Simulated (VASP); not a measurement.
The system is Li.

```xyz
4
Lattice="4.4544 0.0000 0.0000 0.0000 4.4544 0.0000 0.0000 0.0000 4.4544" Properties=species:S:1:pos:R:3 pbc="T T T"
Li    3.8957    0.5587    2.7859
Li    1.6685    1.6685    1.6685
Li    0.5587    2.7859    3.8957
Li    2.7859    3.8957    0.5587
```

Base run:

* Program: VASP 6.6.1
* Functional: PBEsol
* Potentials or basis: VASP PAW PBE potentials, release 64 (Li_sv)
* Cutoff: 750 eV
* k mesh: 4 × 4 × 4
* Occupations: gaussian, width 0.1 eV
* Spin: no spin polarisation

Its results: band gap on the k mesh zero (band 6 reaches 2.69 eV, above the bottom of band 7 at 0.31 eV); pressure 0.1 GPa; largest force 0.005 eV/Å.

Problem. The run is repeated on the same cell with these changes: k mesh from 4 × 4 × 4 to 3 × 3 × 3. What comes out?

Solution. Band gap on the k mesh zero (band 6 reaches 2.68 eV, above the bottom of band 7 at 0.58 eV); pressure -0.6 GPa; largest force 0.004 eV/Å.

Caveats: some runs use coarse meshes; the PAW data sets were made with another functional, which shifts forces and pressure a little.
